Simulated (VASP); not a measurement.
**CdS: single point with r2SCAN**

CdS:

```
Cd S
1.0
     0.00000    2.88043    3.02346
     2.88043    0.00000    3.02346
     2.88043    2.88043    0.00000
Cd S
1 1
Direct
  0.00000 0.00000 0.00000
  0.25000 0.25000 0.25000
```

This cell differs from its parent crystal: epitaxial xy strain -2.0%.

```json
{"Program": "VASP 6.6.1", "Task": "single point", "Functional": "r2SCAN", "Potentials or basis": "VASP PAW PBE potentials, release 64 (Cd, S)", "Cutoff": "520 eV", "k mesh": "8 × 8 × 8", "Occupations": "fermi-dirac, width 0.02 eV", "Spin": "non-collinear spin, zero start, spin-orbit coupling", "Starting moments": "[[0.0, 0.0, 0.0], [0.0, 0.0, 0.0]] μB", "Dipole correction": "no", "Further INCAR settings": "ALGO = Normal; EDIFF = 1e-06; NBANDS = 30"}
```

```
Pressure                                              : 0.9 GPa
Net moment                                            : 0.00 μB per cell
Valence electrons inside the program's atomic spheres : Cd 10.30; S 3.74
```

Stress tensor (GPa, compression positive):
```
1.27 0.00 0.00
0.00 1.27 0.00
0.00 0.00 0.30
```

Moments on the atoms (μB; x, y, z):
```
Cd  0.00 0.00 0.00
S   0.00 0.00 0.00
```

Wall time 53 min on 1 thread of Oxide Virtual Turin-like Processor (shared host), peak memory 0.44 GiB.

Caveat: the cell differs from its parent crystal (epitaxial xy strain -2.0%); the structure was generated, so it needn't be the stable form of CdS; the PAW data sets were made with another functional, which shifts forces and pressure a little.
